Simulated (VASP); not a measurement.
A run of VASP 6.6.1:

Contents of INCAR:

```
SYSTEM = PbS
PREC = Accurate ; ENCUT = 520
EDIFF = 1E-6 ; ISMEAR = 0
SIGMA = 0.01 ; LREAL = .FALSE.
LASPH = .TRUE. ; NELM = 100
ALGO = Normal ; ISIF = 2
LWAVE = .FALSE. ; LCHARG = .TRUE.
GGA = PS ; LELF = .TRUE.
LVHAR = .TRUE. ; NBANDS = 28
```

File KPOINTS:

```
regular mesh
0
G
  5 5 5
  0 0 0
```

POSCAR

```
PbS
1.0
    2.0799530000     -5.9912970000      0.0000000000
    2.0799530000      5.9912970000      0.0000000000
    0.0000000000      0.0000000000      4.2793210000
Pb S
2 2
Direct
    0.8694370000      0.1305630000      0.7546736386
    0.1305630000      0.8694370000      0.2500000000
    0.6452030000      0.3547970000      0.7500000000
    0.3547970000      0.6452030000      0.2500000000
```

Potentials or basis: VASP PAW PBE potentials, release 64 (Pb_d, S).

Launch:

```bash
$ cat potpaw_PBE.64/Pb_d/POTCAR potpaw_PBE.64/S/POTCAR > POTCAR
$ mpirun -np 1 vasp_std > vasp.out
```

Hardware: 1 thread of Intel(R) Xeon(R) 6975P-C (Granite Rapids), on a shared host.

Estimate the wall time of this run.

Run time: 77 s on 1 thread of Intel(R) Xeon(R) 6975P-C (Granite Rapids), with other jobs on the host, peak memory 0.29 GiB. Counts: scf iterations 13, k points 39.
